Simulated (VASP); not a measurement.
Wanted: the native input for a VASP 6.6.1 run.

```
Task                   : single point
Functional             : r2SCAN
Potentials or basis    : VASP PAW PBE potentials, release 64 (Si, C)
Cutoff                 : 520 eV
k mesh                 : 10 × 10 × 10
Occupations            : gaussian, width 0.05 eV
Spin                   : no spin polarisation
Dipole correction      : no
Further INCAR settings : ALGO = Normal; EDIFF = 1e-07; NBANDS = 11
```

The system is SiC.

```
Si C
1.0
     0.00000    2.06924    2.28705
     2.06924    0.00000    2.28705
     2.06924    2.06924    0.00000
Si C
1 1
Cartesian
  0.0000 0.0000 0.0000
  3.1039 3.1039 3.4306
```

This cell differs from its parent crystal: strain -0.050 along x and y, +0.050 along z.

One way to write it, as run:

POSCAR

```
SiC
1.0
    0.0000000000      2.0692377362      2.2870522348
    2.0692377362      0.0000000000      2.2870522348
    2.0692377362      2.0692377362      0.0000000000
Si C
1 1
Direct
    0.0000000000      0.0000000000      0.0000000000
    0.7500000000      0.7500000000      0.7500000000
```

INCAR.step1

```
SYSTEM = SiC
ALGO     = Normal         ! electronic algorithm
EDIFF    = 1E-4           ! SCF threshold, eV
ENCUT    = 520            ! plane-wave cutoff, eV
GGA      = PE             ! functional
ISMEAR   = 0              ! smearing method
LASPH    = .TRUE.         ! aspherical terms in the spheres
LCHARG   = .FALSE.        ! write CHGCAR
LREAL    = .FALSE.        ! projectors in reciprocal space
LWAVE    = .TRUE.         ! write WAVECAR
NBANDS   = 11             ! bands
NELM     = 60             ! most SCF steps
PREC     = Accurate       ! precision mode
SIGMA    = 0.05           ! smearing width, eV
```

INCAR.step2

```
SYSTEM = SiC
ALGO     = Normal         ! electronic algorithm
EDIFF    = 1E-7           ! SCF threshold, eV
ENCUT    = 520            ! plane-wave cutoff, eV
ISIF     = 2              ! what is computed and relaxed
ISMEAR   = 0              ! smearing method
ISTART   = 1            
LASPH    = .TRUE.         ! aspherical terms in the spheres
LCHARG   = .FALSE.        ! write CHGCAR
LMIXTAU  = .TRUE.       
LREAL    = .FALSE.        ! projectors in reciprocal space
LWAVE    = .FALSE.        ! write WAVECAR
METAGGA  = R2SCAN         ! meta-GGA
NBANDS   = 11             ! bands
NELM     = 60             ! most SCF steps
PREC     = Accurate       ! precision mode
SIGMA    = 0.05           ! smearing width, eV
```

KPOINTS

```
k-points
0
G
  10 10 10
  0 0 0
```

Potentials or basis: VASP PAW PBE potentials, release 64 (Si, C).

The run is started by

```console
$ cat potpaw_PBE.64/Si/POTCAR potpaw_PBE.64/C/POTCAR > POTCAR
$ cp INCAR.step1 INCAR
$ mpirun -np 1 vasp_std > vasp.out
$ cp INCAR.step2 INCAR
$ mpirun -np 1 vasp_std > vasp.out
```

Results of the run:

| Item | Value |
| --- | --- |
| Pressure | 12.6 GPa |
| Band gap on the k mesh | 1.09 eV, indirect (least direct gap 5.03 eV) |

Caveat: the cell differs from its parent crystal (strain -0.050 along x and y, +0.050 along z); the PAW data sets were made with another functional, which shifts forces and pressure a little.

Wall time 77 s on 1 thread of Intel Xeon 8259CL, with other jobs on the host, peak memory 0.15 GiB.
